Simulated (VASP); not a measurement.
A run of VASP 6.6.1 is set up as follows.

The input INCAR:

```
  ALGO = Normal
  EDIFF = 1E-8
  ENCUT = 400
  GGA = PE
  GGA_COMPAT = False
  ISIF = 2
  ISMEAR = -1
  LASPH = True
  LCHARG = False
  LEFG = True
  LREAL = False
  LWAVE = False
  NBANDS = 15
  NELM = 120
  PREC = Accurate
  SIGMA = 0.02
```

Contents of KPOINTS:

```
k-points
0
Gamma
  6 6 6
```

File POSCAR:

```
CsBr
1.0
    4.3684529483      0.0000000000      0.0000000000
    0.0000000000      4.3684529483      0.0000000000
    0.0000000000      0.0000000000      4.3684529483
Cs Br
1 1
Direct
    0.0000000000      0.0000000000      0.0000000000
    0.5000000000      0.5000000000      0.5000000000
```

Potentials or basis: VASP PAW PBE potentials, release 64 (Cs_sv, Br).

Launch:

```sh
$ cat potpaw_PBE.64/Cs_sv/POTCAR potpaw_PBE.64/Br/POTCAR > POTCAR
$ mpirun -np 1 vasp_std > vasp.out
```

Problem. What does it give for the pressure?

Solution. 0.2 GPa.

Problem. Predict the band gap on the k mesh.

Solution. 4.30 eV (least direct gap 4.32 eV).

Caveat: spin-orbit coupling is left out, which moves the levels of the heavy elements. A k mesh can miss the band edges.
